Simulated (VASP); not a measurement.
Write the native input for VASP 6.6.1 that does the following.

| Item | Value |
| --- | --- |
| Task | single point |
| Functional | PBEsol |
| Potentials or basis | VASP PAW PBE potentials, release 64 (Si, Al) |
| Cutoff | 520 eV |
| k mesh | 2 × 2 × 2 |
| Occupations | fermi-dirac, width 0.02 eV |
| Spin | collinear spin, ferromagnetic start |
| Starting moments | [0.0, 0.0, 0.0, 0.0, 0.0, 0.0, 0.0, 0.0, 0.0, 0.0, 0.0, 0.0, 0.0, 0.0, 0.0, 0.0, 1.0] μB |
| Dipole correction | no |
| Further INCAR settings | LREAL = Auto; ALGO = Normal; EDIFF = 1e-06; NBANDS = 52 |

The structure of AlSi16 (a cell with a defect) lies in POSCAR:

```
AlSi16
1.0
    0.0000000000      5.4300000000      5.4300000000
    5.4300000000      0.0000000000      5.4300000000
    5.4300000000      5.4300000000      0.0000000000
Si Al
16 1
Direct
   -0.0272928177      0.0300552486     -0.0189134438
   -0.1071362799      0.2682965009      0.1792541436
    0.1220073665      0.0176611418      0.3797605893
    0.0779189687      0.1965930018      0.5819889503
    0.0522375691      0.5570257827     -0.0298434622
    0.1659760589      0.6786832413      0.0994383057
   -0.0059668508      0.5707550645      0.4670534070
    0.1766114180      0.6495395948      0.5871639042
    0.4421454880      0.0133425414      0.0349263352
    0.5691804788      0.1794198895      0.0989594843
    0.4988029466      0.0368508287      0.4750828729
    0.7070718232      0.0827624309      0.5793186004
    0.5293922652      0.5389871087     -0.0488029466
    0.6665653775      0.6301381215      0.0905064457
    0.5558471455      0.4782044199      0.4882965009
    0.6001381215      0.6672467772      0.5992909761
    0.2478545120      0.2178176796      0.7907642726
```

These files were run (other wordings do the same):

INCAR

```
PREC = Accurate ; ENCUT = 520
EDIFF = 1E-6 ; ISMEAR = -1
SIGMA = 0.02 ; LREAL = Auto
LASPH = T ; NELM = 150
ALGO = Normal ; ISIF = 2
LWAVE = F ; LCHARG = F
ISPIN = 2 ; MAGMOM = 0 0 0 0 0 0 0 0 0 0 0 0 0 0 0 0 1
LORBIT = 11 ; GGA = PS
NBANDS = 52
```

KPOINTS

```
Automatic mesh
0
Gamma
  2 2 2
```

Potentials or basis: VASP PAW PBE potentials, release 64 (Si, Al).

Command:

```console
$ cat potpaw_PBE.64/Si/POTCAR potpaw_PBE.64/Al/POTCAR > POTCAR
$ mpirun -np 1 vasp_std > vasp.out
```

It gave:

The pressure is 0.1 GPa. The largest force is 1.919 eV/Å and the net moment is 0.00 μB per cell. The valence electrons inside the program's atomic spheres are Si 1.63, 1.62, 1.64, 1.72, 1.65, 1.66, 1.67, 1.60, 1.73, 1.71; Al 0.78.

Caveat: the k points lie up to 0.50 Å⁻¹ apart; the PAW data sets were made with another functional, which shifts forces and pressure a little.

Wall time 11 min on 1 thread of Oxide Virtual Turin-like Processor (shared host), peak memory 0.67 GiB.
